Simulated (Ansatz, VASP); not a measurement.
## Two plane-wave programs on NaPbBr3

```
CELL_PARAMETERS angstrom
5.85076 0.00000 0.00000
0.00000 5.85076 0.00000
0.00000 0.00000 5.85076
ATOMIC_POSITIONS crystal
Na 0.00000 0.00000 0.00000
Pb 0.50000 0.50000 0.50000
Br 0.50000 0.50000 0.00000
Br 0.50000 0.00000 0.50000
Br 0.00000 0.50000 0.50000
```

Change from the starting cell: hydrostatic strain -1.0%.

Alike in both runs: task single point; functional r2SCAN; k mesh 4 × 4 × 4; no spin polarisation.

```csv
,VASP,Ansatz
version,VASP 6.6.1,Ansatz 0.2.0
potentials or method,"VASP PAW PBE potentials, release 64 (Na_pv, Pb_d, Br)","plane waves, PAW"
plane-wave cutoff (eV),520,500
occupations,"gaussian, width 0.01 eV",fixed
valence electrons in the cell,42,44
```

|  | VASP | Ansatz | Ansatz less VASP |
| --- | --- | --- | --- |
| gap on the k mesh at the Fermi level (eV) | 1.91 | 1.89 | -0.014 |
| pressure (GPa) | 0.7 | 0.7 | 0.00 |

VASP's potentials were made for PBE, not for r2SCAN. VASP's potentials hold 42 valence electrons a cell and Ansatz's 44, so a difference there can come from the potentials and not from the codes.

Spin-orbit coupling is off throughout.
